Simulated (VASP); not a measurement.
# NaRh (P-6m2) in VASP: a series of runs, part 2 of 2

VASP 6.6.1. Earlier steps stand in the parts before.

## Step 5: Relaxation of cell and atoms, PBE

This run uses another cell than the first one, of 25.78 Å³/atom, 1.556 times its volume.

INCAR

```
SYSTEM = NaRh
ALGO = Normal
EDIFF = 1E-7
EDIFFG = -0.04
ENCUT = 600
GGA = PE
IBRION = 2
ISIF = 3
ISMEAR = 0
LASPH = .True.
LCHARG = .False.
LREAL = .False.
LWAVE = .False.
NELM = 100
NSW = 90
PREC = Accurate
SIGMA = 0.1
```

KPOINTS

```
k-points
0
Gamma
  6 6 4
  0 0 0
```

POSCAR

```
NaRh
1.0
    3.3766880000      0.0000000000      0.0000000000
   -1.6883440000      2.9242975900      0.0000000000
    0.0000000000      0.0000000000      5.2221010700
Na Rh
1 1
Direct
    0.0000000000      0.0000000000      0.0000000000
    0.3333333300      0.6666666700      0.5000000000
```

Potentials or basis: VASP PAW PBE potentials, release 64 (Na_pv, Rh_pv).

Started as:

```bash
cat potpaw_PBE.64/Na_pv/POTCAR potpaw_PBE.64/Rh_pv/POTCAR > POTCAR
mpirun -np 1 vasp_std > vasp.out
```

OUTCAR:

```text
SYSTEM = NaRh
   EDIFF = 1E-7
   EDIFFG = -0.04
   ENCUT = 600
   GGA = PE
   IBRION = 2
   ISIF = 3
   ISMEAR = 0
   LASPH = .True.
   LREAL = .False.
   NELM = 100
   NSW = 90
   PREC = Accurate

 ion  position               nearest neighbor table
   1  0.000  0.000  0.000-
   2  0.333  0.667  0.500-

  LATTYP: Found a hexagonal cell.
 ALAT       =     3.3766880000
 C/A-ratio  =     1.5465157190

  Lattice vectors:

 A1 = (   3.3766880000,   0.0000000000,   0.0000000000)
 A2 = (  -1.6883440000,   2.9242975900,   0.0000000000)
 A3 = (   0.0000000000,   0.0000000000,   5.2221010700)

Analysis of symmetry for initial positions (statically):
=====================================================================
 Subroutine PRICEL returns:
 Original cell was already a primitive cell.

 Routine SETGRP: Setting up the symmetry group for a
 hexagonal supercell.

 Subroutine GETGRP returns: Found 12 space group operations
 (whereof 12 operations were pure point group operations)
 out of a pool of 24 trial point group operations.

The static configuration has the point symmetry D_3h.

Analysis of symmetry for dynamics (positions and initial velocities):
=====================================================================
 Subroutine PRICEL returns:
 Original cell was already a primitive cell.

[... 149 lines left out ...]
  ext. energy  EPLUGINS =         0.00000000
  ---------------------------------------------------
  free energy    TOTEN  =        -6.71265015 eV

  energy without entropy =       -6.68434855  energy(sigma->0) =       -6.69849935

 E-fermi :   1.9166     XC(G=0):  -8.8255

 val. band max:        1.9109839636   @ k =   0.1667   0.0000   0.5000
 cond. band min:       1.9170210645   @ k =   0.1667   0.0000   0.2500
 fundamental gap:      0.0060371009
 Fermi energy:         1.9165601939

 k-point     1 :       0.0000    0.0000    0.0000
  band No.  band energies     occupation
      1     -43.0799      2.00000
      2     -43.0799      2.00000
      3     -42.6991      2.00000
      4     -21.6634      2.00000
      5     -21.6634      2.00000
      6     -21.6134      2.00000
      7      -1.5705      2.00000
      8       0.5535      2.00000
      9       1.1482      2.00000
     10       1.1482      2.00000
     11       1.9790      0.37692
     12       1.9790      0.37692
     13       4.1481      0.00000
     14       6.1906      0.00000
[... 646 lines left out ...]
--------------------------------------- Ionic step        9  -------------------------------------------

 number of electron      21.9999996 magnetization

 Free energy of the ion-electron system (eV)
  ---------------------------------------------------
  ext. energy  EPLUGINS =         0.00000000
  ---------------------------------------------------
  free energy    TOTEN  =        -7.96631389 eV

  energy without entropy =       -7.95609632  energy(sigma->0) =       -7.96120510

 E-fermi :   5.7600     XC(G=0): -10.8883

 val. band max:        5.7563980902   @ k =   0.1667   0.0000   0.0000
 cond. band min:       5.9030830181   @ k =   0.0000   0.0000   0.5000
 fundamental gap:      0.1466849279
 Fermi energy:         5.7600389631

 k-point     1 :       0.0000    0.0000    0.0000
  band No.  band energies     occupation
      1     -39.9707      2.00000
      2     -39.9707      2.00000
      3     -39.7000      2.00000
      4     -18.4019      2.00000
      5     -18.3617      2.00000
      6     -18.3617      2.00000
      7       0.1868      2.00000
      8       2.4244      2.00000
      9       3.8879      2.00000
     10       3.8879      2.00000
     11       5.9081      0.03629
     12       5.9081      0.03629
     13       6.6111      0.00000
     14       9.8718      0.00000
[... 388 lines left out ...]
  FREE ENERGIE OF THE ION-ELECTRON SYSTEM (eV)
  ---------------------------------------------------
  free  energy   TOTEN  =        -7.9663138858 eV

  energy  without entropy=       -7.9560963239  energy(sigma->0) =       -7.96120510

 reached required accuracy - stopping structural energy minimisation
```

OSZICAR:

```text
N       E                     dE             d eps       ncg     rms          rms(c)
DAV:   1     0.209124879313E+03    0.20912E+03   -0.14400E+04   654   0.176E+03
DAV:   2    -0.473348355773E+00   -0.20960E+03   -0.20457E+03   700   0.455E+02
DAV:   3    -0.680554776515E+01   -0.63322E+01   -0.60841E+01   756   0.836E+01
[... 100 lines left out ...]
DAV:   4    -0.796633650326E+01    0.74065E-03   -0.20868E-03   760   0.564E-01    0.413E-02
DAV:   5    -0.796631518927E+01    0.21314E-04   -0.12746E-04   707   0.136E-01    0.227E-02
DAV:   6    -0.796631517695E+01    0.12315E-07   -0.24599E-05   728   0.712E-02    0.286E-03
DAV:   7    -0.796631396021E+01    0.12167E-05   -0.19574E-06   753   0.148E-02    0.793E-04
DAV:   8    -0.796631388578E+01    0.74434E-07   -0.72005E-08   351   0.263E-03
   9 F= -.79663139E+01 E0= -.79612051E+01  d E =-.628005E-02
```

CONTCAR:

```text
NaRh
   1.00000000000000
     2.7621829582529971   -0.0000000000000000    0.0000000000000000
    -1.3810914791264985    2.3921206123685610   -0.0000000000000000
    -0.0000000000000000    0.0000000000000000    5.0091156770423719
  Na              Rh
     1     1
Direct
     0.0000000000000000    0.0000000000000000    0.0000000000000000
     0.3333333300000021    0.6666666699999979    0.5000000000000000

  0.00000000E+00  0.00000000E+00  0.00000000E+00
  0.00000000E+00  0.00000000E+00  0.00000000E+00
```

Wall time 80 s (1 thread of AMD EPYC 9R45 (Zen 5), shared host); peak memory 0.16 GiB.

What came out:

```
Free energy                            : -7.9663 eV
Relaxed volume                         : 16.55 Å³/atom
Relaxed cell                           : a = 2.762 Å, b = 2.762 Å, c = 5.009 Å, α = 90.00°, β = 90.00°, γ = 120.00°
Space group after relaxing (to 0.05 Å) : P-6m2 (No. 187)
Energy gained by relaxing              : 626.8 meV/atom
Ionic steps                            : 9
Pressure after relaxing                : 0.0 GPa
Band gap on the k mesh                 : zero (band 11 reaches 6.84 eV, above the bottom of band 12 at 5.75 eV)
```

Step by step:
```tsv
step	energy change (eV)	largest force (eV/Å)	pressure (GPa)	volume (Å³)
1	0.0000	0.0000	-11.01	51.57
2	-0.9052	0.0000	-9.17	39.41
3	-1.1907	0.0000	-0.74	33.21
4	-1.1966	0.0000	2.58	31.97
5	-1.1976	0.0000	1.38	32.38
6	-1.2470	0.0000	2.50	32.22
7	-1.2474	0.0000	2.36	32.23
8	-1.2526	0.0000	-0.95	33.48
9	-1.2537	0.0000	-0.02	33.10
```

Final structure:
```
Na Rh
1.0
     2.76218    0.00000    0.00000
    -1.38109    2.39212    0.00000
     0.00000    0.00000    5.00912
Na Rh
1 1
Direct
  0.00000 0.00000 0.00000
  0.33333 0.66667 0.50000
```

Levels at points of the mesh, in eV from the Fermi level:
```tsv
k point	band 9	band 10	band 11	band 12	band 13	band 14
(0.00, 0.00, 0.00)	-1.87	-1.87	0.15	0.15	0.85	4.11
(0.50, 0.00, 0.00)	-1.23	-0.43	1.08	1.56	4.82	6.36
(0.00, 0.00, 0.50)	-2.15	-1.87	-1.87	0.14	0.14	7.98
(0.50, 0.00, 0.50)	-0.88	-0.43	1.08	2.38	3.25	6.39
```

Caveat: the volume moved by over 15 % at a fixed basis, so the end points are rough.

## Step 6: Overview

```csv
task,cell,k mesh,cutoff (eV),gap on the mesh (eV),pressure (GPa),relaxed volume (Å³/atom)
single point,"a = 2.763, b = 2.763, c = 5.012 Å, angles 90.0, 90.0, 120.0°, 2 atoms",24 × 24 × 12,520,none,0.1,-
relaxation of cell and atoms,"relaxed from a = 2.760, b = 2.760, c = 5.008 Å, angles 90.0, 90.0, 120.0°, 2 atoms",24 × 24 × 12,600,none,0.0,16.57
single point,"a = 2.760, b = 2.760, c = 5.008 Å, angles 90.0, 90.0, 120.0°, 2 atoms",6 × 6 × 4,520,none,0.1,-
relaxation of cell and atoms,"relaxed from a = 3.377, b = 3.377, c = 5.222 Å, angles 90.0, 90.0, 120.0°, 2 atoms",6 × 6 × 4,600,none,0.0,16.55
```

Alike in all rows: level PBE; potentials or basis VASP PAW PBE potentials, release 64 (Na_pv, Rh_pv); no spin polarisation; smearing gaussian 0.1 eV.

Caveats: some runs use coarse meshes; the volume moved by over 15 % at a fixed basis, so the end points are rough (some runs).

Total energies depend on the potentials used, so only differences within one code and one set of settings carry meaning.
